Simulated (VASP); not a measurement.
# Nb (Fmmm) in VASP: relaxation of cell and atoms with PBE

Aim: the relaxation of cell and atoms of Nb with PBE.

All numbers are computed with VASP 6.6.1; they aren't measurements. Logs are shortened: lines on timing, memory, paths and dates and some standing lists are left out, and cuts for length are marked.

### Step 1. The cell of the first run

The structure is orthorhombic, space group Fmmm (No. 69). Conventional cell: a = 3.262 Å, b = 4.465 Å, c = 4.942 Å, α = 90.00°, β = 90.00°, γ = 90.00°. Nb (site symmetry mmm) has 14 Nb at 2.76 to 3.33 Å within 3.6 Å.

### Step 2. Relaxation of cell and atoms, PBE

INCAR reads:

```
SYSTEM = Nb
PREC = Accurate
ENCUT = 600
EDIFF = 1E-6
ISMEAR = 0
SIGMA = 0.1
LREAL = .FALSE.
LASPH = .TRUE.
NELM = 100
ALGO = Fast
ISIF = 3
LWAVE = .FALSE.
LCHARG = .FALSE.
GGA = PE
IBRION = 2
NSW = 100
EDIFFG = -0.01
```

KPOINTS reads:

```
regular mesh
0
G
  24 24 24
  0 0 0
```

POSCAR reads:

```
Nb
1.0
    0.0000000000      2.2324212972      2.4708551989
    1.6310012477      0.0000000000      2.4708551989
    1.6310012477      2.2324212972      0.0000000000
Nb
1
Direct
    0.0000000000      0.0000000000      0.0000000000
```

Potentials or basis: VASP PAW PBE potentials, release 64 (Nb_sv).

The run is started by

```sh
cat potpaw_PBE.64/Nb_sv/POTCAR > POTCAR
mpirun -np 1 vasp_std > vasp.out
```

OUTCAR:

```text
SYSTEM = Nb
   PREC = Accurate
   ENCUT = 600
   EDIFF = 1E-6
   ISMEAR = 0
   LREAL = .FALSE.
   LASPH = .TRUE.
   NELM = 100
   ISIF = 3
   GGA = PE
   IBRION = 2
   NSW = 100
   EDIFFG = -0.01

 ion  position               nearest neighbor table
   1  0.000  0.000  0.000-

  LATTYP: Found a face centered orthorhombic cell.
 ALAT       =     3.2620024954
 B/A-ratio  =     1.3687428507
 C/A-ratio  =     1.5149315198

  Lattice vectors:

 A1 = (   0.0000000000,   2.2324212972,   2.4708551989)
 A2 = (   1.6310012477,   0.0000000000,   2.4708551989)
 A3 = (   1.6310012477,   2.2324212972,   0.0000000000)

Analysis of symmetry for initial positions (statically):
=====================================================================
 Subroutine PRICEL returns:
 Original cell was already a primitive cell.

 Routine SETGRP: Setting up the symmetry group for a
 face centered orthorhombic supercell.

 Subroutine GETGRP returns: Found  8 space group operations
 (whereof  8 operations were pure point group operations)
 out of a pool of  8 trial point group operations.

The static configuration has the point symmetry D_2h.

Analysis of symmetry for dynamics (positions and initial velocities):
=====================================================================
 Subroutine PRICEL returns:
 Original cell was already a primitive cell.

 Routine SETGRP: Setting up the symmetry group for a
 face centered orthorhombic supercell.

 Subroutine GETGRP returns: Found  8 space group operations
 (whereof  8 operations were pure point group operations)
 out of a pool of  8 trial point group operations.

The dynamic configuration has the point symmetry D_2h.

 Subroutine INISYM returns: Found  8 space group operations
 (whereof  8 operations are pure point group operations),
 and found     1 'primitive' translations

----------------------------------------------------------------------------------------

                                     Primitive cell

  volume of cell :      17.9932

  direct lattice vectors                    reciprocal lattice vectors
     0.000000000  2.232421297  2.470855199    -0.306560158  0.223972061  0.202359086
     1.631001248  0.000000000  2.470855199     0.306560158 -0.223972061  0.202359086
     1.631001248  2.232421297  0.000000000     0.306560158  0.223972061 -0.202359086

  length of vectors
     3.329989529  2.960623327  2.764754947     0.430222982  0.430222982  0.430222982

  position of ions in fractional coordinates (direct lattice)
     0.000000000  0.000000000  0.000000000

  ion indices of the primitive-cell ions
   primitive index   ion index
                 1           1

----------------------------------------------------------------------------------------

 KPOINTS: regular mesh

Automatic generation of k-mesh.
 Grid dimensions read from file:
 generate k-points for:   24   24   24

 Generating k-lattice:

  Cartesian coordinates                     Fractional coordinates (reciprocal lattice)
    -0.012773340  0.009332169  0.008431629     0.041666667  0.000000000  0.000000000
     0.012773340 -0.009332169  0.008431629     0.000000000  0.041666667  0.000000000
     0.012773340  0.009332169 -0.008431629    -0.000000000 -0.000000000  0.041666667

  Length of vectors
     0.017925958  0.017925958  0.017925958

  Shift w.r.t. Gamma in fractional coordinates (k-lattice)
     0.000000000  0.000000000  0.000000000

 Subroutine IBZKPT returns following result:
 ===========================================

 Found   1963 irreducible k-points:

 Following reciprocal coordinates:
            Coordinates               Weight
  0.000000  0.000000  0.000000      1.000000
  0.041667  0.000000  0.000000      8.000000
  0.083333  0.000000  0.000000      8.000000
  0.125000  0.000000  0.000000      8.000000
  0.166667  0.000000  0.000000      8.000000
  0.208333 -0.000000  0.000000      8.000000
[... 16 lines left out ...]
  0.416667  0.041667 -0.000000      8.000000
  0.458333  0.041667  0.000000      8.000000
 [... further k-points ...]
   k-points           NKPTS =   1963   k-points in BZ     NKDIM =   1963   number of bands    NBANDS=     10
   number of dos      NEDOS =    301   number of ions     NIONS =      1
   total plane-waves  NPLWV =  16128
   dimension x,y,z NGX =    28 NGY =   24 NGZ =   24
   dimension x,y,z NGXF=    56 NGYF=   48 NGZF=   48
   ions per type =               1
   NGX,Y,Z   is equivalent  to a cutoff of  13.98, 13.48, 14.43 a.u.
   NGXF,Y,Z  is equivalent  to a cutoff of  27.96, 26.95, 28.86 a.u.
 SYSTEM =  Nb
   PREC   = accura    normal or accurate (medium, high low for compatibility)
   ISTART =      0    job   : 0-new  1-cont  2-samecut
   ICHARG =      2    charge: 1-file 2-atom 10-const
   ISPIN  =      1    spin polarized calculation?
   LNONCOLLINEAR =      F non collinear calculations
   LSORBIT =      F    spin-orbit coupling
   LASPH  =      T    aspherical Exc in radial PAW
   ENCUT  =  600.0 eV  44.10 Ry    6.64 a.u.   6.65  5.91  5.52*2*pi/ulx,y,z
   NELM   =    100;   NELMIN=  2; NELMDL= -5     # of ELM steps
   EDIFF  = 0.1E-05   stopping-criterion for ELM
   LREAL  =      F    real-space projection
   EDIFFG = -.1E-01   stopping-criterion for IOM
   NSW    =    100    number of steps for IOM
   IBRION =      2    ionic relax: 0-MD 1-quasi-New 2-CG
   NFREE  =      1    steps in history (QN), initial steepest desc. (CG)
   ISIF   =      3    stress and relaxation
   ISYM   =      2    0-nonsym 1-usesym 2-fastsym
   POTIM  = 0.5000    time-step for ionic-motion
   TEBEG  =    0.0;   TEEND  =   0.0 temperature during run
   PSTRESS=    0.0 pullay stress
   NELECT =      13.0000    total number of electrons
   NUPDOWN=      -1.0000    fix difference up-down
   EMIN   =  10.00;   EMAX   =-10.00  energy-range for DOS
   EFERMI =   0.00;   METHOD = LEGACY
   ISMEAR =     0;   SIGMA  =   0.10  broadening in eV -4-tet -1-fermi 0-gaus
   EFERMI_NEDOS =   21; number of points for ismear=-14 and -15
   IALGO  =     68    algorithm
   IMIX   =      4    mixing-type and parameters
     AMIX     =   0.40;   BMIX     =  1.00
     AMIX_MAG =   1.60;   BMIX_MAG =  1.00
  volume/ion in A,a.u.               =      17.99       121.42
  Fermi-wavevector in a.u.,A,eV,Ry     =   1.468994  2.775996 29.360604  2.157943
  Thomas-Fermi vector in A             =   2.584425
   LORBIT       =      0    0 simple, 1 ext, 2 COOP (PROOUT), +10 PAW based schemes
   GGA     = PE    functional components
   LHFCALC =     F    Hartree Fock is set to
   AEXX    =    0.0000 exact exchange contribution
   IVDW    =     0    specifies the selected vdW correction
   LEPSILON=     F    determine dielectric tensor
   LRPA    =     F    only Hartree local field effects (RPA)
 conjugate gradient relaxation of ions
 non-spin polarized calculation
 RMM-DIIS sequential band-by-band and
 Gauss-broadening in eV      SIGMA  =   0.10
  energy-cutoff  :      600.00
  volume of cell :       17.99
 maximum number of plane-waves:       622
   NGX = 13   NGY = 11   NGZ = 11

--------------------------------------- Ionic step        1  -------------------------------------------

 number of electron      13.0000000 magnetization

 Free energy of the ion-electron system (eV)
  ---------------------------------------------------
  ext. energy  EPLUGINS =         0.00000000
  ---------------------------------------------------
  free energy    TOTEN  =       -10.20695001 eV

  energy without entropy =      -10.19985879  energy(sigma->0) =      -10.20340440

------------------------ aborting loop because EDIFF is reached ----------------------------------------

  FORCE on cell =-STRESS in cart. coord.  units (eV):
  Direction    XX          YY          ZZ          XY          YZ          ZX
  --------------------------------------------------------------------------------------
  -------------------------------------------------------------------------------------
  Total        0.3506381      0.3294603     -0.2485214      0.0000000      0.0000000      0.0000000
  in kB       31.2220863     29.3363376    -22.1292482      0.0000000      0.0000000      0.0000000
  external PRESSURE =      12.8097252 kB  Pullay stress =       0.0000000 kB
[... 86 lines left out ...]
  FREE ENERGIE OF THE ION-ELECTRON SYSTEM (eV)
  ---------------------------------------------------
  free  energy   TOTEN  =       -10.2137601357 eV

  energy  without entropy=      -10.2064970892  energy(sigma->0) =      -10.21012861

[... ionic steps 4 to 13 ...]

--------------------------------------- Ionic step       14  -------------------------------------------

 number of electron      13.0000000 magnetization

------------------------ aborting loop because EDIFF is reached ----------------------------------------

  FORCE on cell =-STRESS in cart. coord.  units (eV):
  Direction    XX          YY          ZZ          XY          YZ          ZX
  --------------------------------------------------------------------------------------
  -------------------------------------------------------------------------------------
  Total        0.0007816     -0.0088566     -0.0128915      0.0000000      0.0000000      0.0000000
  in kB        0.0691634     -0.7837311     -1.1407913      0.0000000      0.0000000      0.0000000
  external PRESSURE =      -0.6184530 kB  Pullay stress =       0.0000000 kB
[... 55 lines left out ...]
  energy  without entropy=      -10.2123597402  energy(sigma->0) =      -10.21610245

--------------------------------------- Ionic step       16  -------------------------------------------

 number of electron      13.0000000 magnetization

 Free energy of the ion-electron system (eV)
  ---------------------------------------------------
  ext. energy  EPLUGINS =         0.00000000
  ---------------------------------------------------
  free energy    TOTEN  =       -10.21984779 eV

  energy without entropy =      -10.21236428  energy(sigma->0) =      -10.21610604

 E-fermi :  11.1141     XC(G=0): -12.4749

 val. band max:       11.1140671825   @ k =  -0.1667   0.1667   0.2917
 cond. band min:      11.1147400591   @ k =  -0.3750   0.3333   0.1667
 fundamental gap:      0.0006728766
 Fermi energy:        11.1141178724

 k-point     1 :       0.0000    0.0000    0.0000
  band No.  band energies     occupation
      1     -43.2630      2.00000
      2     -18.5730      2.00000
      3     -18.5707      2.00000
      4     -18.5685      2.00000
      5       5.1733      2.00000
      6      11.4729      0.00000
      7      11.4734      0.00000
      8      11.4913      0.00000
      9      14.3666      0.00000
     10      14.3783      0.00000
[... 287 lines left out ...]
 k-point    24 :       0.4583    0.0417    0.0000
  band No.  band energies     occupation
      1     -43.0305      2.00000
      2     -19.8525      2.00000
      3     -18.9835      2.00000
      4     -18.5923      2.00000
      5       7.5051      2.00000
      6       9.5394      2.00000
      7      12.7889      0.00000
      8      14.4014      0.00000
      9      15.0966      0.00000
     10      17.1410      0.00000

 [... further k-points ...]
[... 5 lines left out ...]
  --------------------------------------------------------------------------------------
  -------------------------------------------------------------------------------------
  Total        0.0038722     -0.0082053     -0.0083948      0.0000000      0.0000000      0.0000000
  in kB        0.3427614     -0.7263135     -0.7430864      0.0000000      0.0000000      0.0000000
  external PRESSURE =      -0.3755462 kB  Pullay stress =       0.0000000 kB
[... 16 lines left out ...]
  FREE ENERGIE OF THE ION-ELECTRON SYSTEM (eV)
  ---------------------------------------------------
  free  energy   TOTEN  =       -10.2198477876 eV

  energy  without entropy=      -10.2123642837  energy(sigma->0) =      -10.21610604

 reached required accuracy - stopping structural energy minimisation
```

Wall time 68 min (1 thread of Intel Xeon Platinum 8488C (Sapphire Rapids), shared host); peak memory 0.7 GiB.

What came out:

- Free energy: -10.2198 eV
- Relaxed volume: 18.10 Å³/atom
- Relaxed cell: a = 3.309 Å, b = 2.866 Å, c = 2.864 Å, α = 70.55°, β = 54.76°, γ = 54.69°
- Space group after relaxing (to 0.1 Å): Im-3m (No. 229)
- Energy gained by relaxing: 12.9 meV/atom
- Ionic steps: 16
- Pressure after relaxing: 0.0 GPa
- Band gap on the k mesh: zero (an odd number of electrons rules out a gap without spin polarisation)

The path:
| step | energy change (eV) | largest force (eV/Å) | pressure (GPa) | volume (Å³) |
| --- | --- | --- | --- | --- |
| 1 | 0.0000 | 0.0000 | 1.28 | 17.99 |
| 2 | -0.0068 | 0.0000 | -2.29 | 18.37 |
| 3 | -0.0068 | 0.0000 | -2.15 | 18.35 |
| 4 | -0.0109 | 0.0000 | 0.05 | 18.10 |
| 5 | -0.0110 | 0.0000 | 0.26 | 18.07 |
| 6 | -0.0114 | 0.0000 | 0.09 | 18.10 |
| 7 | -0.0124 | 0.0000 | -0.57 | 18.16 |
| 8 | -0.0126 | 0.0000 | -0.79 | 18.18 |
| 9 | -0.0128 | 0.0000 | -0.42 | 18.14 |
| 10 | -0.0129 | 0.0000 | -0.07 | 18.10 |
| 11 | -0.0129 | 0.0000 | 0.03 | 18.10 |
| 12 | -0.0129 | 0.0000 | -0.19 | 18.12 |
| 13 | -0.0129 | 0.0000 | -0.08 | 18.11 |
| 14 | -0.0129 | 0.0000 | -0.06 | 18.11 |
| 15 | -0.0129 | 0.0000 | -0.06 | 18.10 |
| 16 | -0.0129 | 0.0000 | -0.04 | 18.10 |

Final structure:
```xyz
1
Lattice="0.0000 2.3383 2.3412 1.6532 0.0000 2.3412 1.6532 2.3383 0.0000" Properties=species:S:1:pos:R:3 pbc="T T T"
Nb    1.6532    0.0000    2.3412
```

Levels at points of the mesh, in eV from the Fermi level:
```tsv
k point	band 4	band 5	band 6	band 7	band 8	band 9	band 10
(0.00, 0.00, 0.00)	-29.68	-5.94	0.36	0.36	0.38	3.25	3.26
(0.50, 0.00, 0.00)	-29.70	-3.71	-1.65	2.26	3.29	3.97	6.33
(0.50, 0.50, 0.00)	-29.70	-3.70	-1.64	2.24	3.29	3.97	6.32
(0.50, 0.00, 0.50)	-29.70	-3.71	-1.64	2.26	3.27	3.95	6.34
(0.00, 0.50, 0.50)	-30.60	-3.70	-3.69	5.56	5.57	5.58	9.02
```
